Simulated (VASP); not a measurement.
Write the native input for VASP 6.6.1 that does the following.

```yaml
Task: single point
Functional: PBE
Potentials_or_basis: VASP PAW PBE potentials, release 64 (Na_pv, Hf_pv, Nb_sv, Bi_d)
Cutoff: 500 eV
k_mesh: 5 × 5 × 2
Occupations: gaussian, width 0.2 eV
Spin: no spin polarisation
Dipole_correction: no
Further_INCAR_settings: ALGO = Normal; EDIFF = 1e-06; NBANDS = 58
```

The structure of NaHf3NbBi3 lies in POSCAR:

```
NaHf3NbBi3
1.0
    4.1936762093      0.0000000000      0.0000000000
    0.0000000000      4.1936762093      0.0000000000
    0.0000000000      0.0000000000     11.7558526932
Na Hf Nb Bi
1 3 1 3
Direct
    0.5000000000      0.5000000000      0.0000000000
    0.5000000000      0.5000000000      0.2528891289
    0.0000000000      0.0000000000      0.5000000000
    0.5000000000      0.5000000000      0.7471108711
    0.0000000000      0.0000000000      0.0000000000
    0.0000000000      0.0000000000      0.2434781128
    0.5000000000      0.5000000000      0.5000000000
    0.0000000000      0.0000000000      0.7565218872
```

The cell was built from a structure type or drawn by symmetry, and may not be a known phase.

One way to write it, as run:

INCAR

```
ALGO = Normal
EDIFF = 1E-6
ENCUT = 500
GGA = PE
GGA_COMPAT = False
ISIF = 2
ISMEAR = 0
LASPH = True
LCHARG = False
LREAL = False
LWAVE = False
NBANDS = 58
NELM = 120
PREC = Accurate
SIGMA = 0.2
```

KPOINTS

```
k-points
0
Gamma
  5 5 2
```

Potentials or basis: VASP PAW PBE potentials, release 64 (Na_pv, Hf_pv, Nb_sv, Bi_d).

Launch:

```bash
$ cat potpaw_PBE.64/Na_pv/POTCAR potpaw_PBE.64/Hf_pv/POTCAR potpaw_PBE.64/Nb_sv/POTCAR potpaw_PBE.64/Bi_d/POTCAR > POTCAR
$ mpirun -np 1 vasp_std > vasp.out
```

It gave:

```
Pressure               : -0.2 GPa
Largest force          : 0.053 eV/Å
Band gap on the k mesh : zero (an odd number of electrons rules out a gap without spin polarisation)
```

Caveat: spin-orbit coupling is left out, which moves the levels of the heavy elements.

Run time: 6.1 min on 1 thread of AMD EPYC 7R13, on a shared host, peak memory 0.34 GiB.
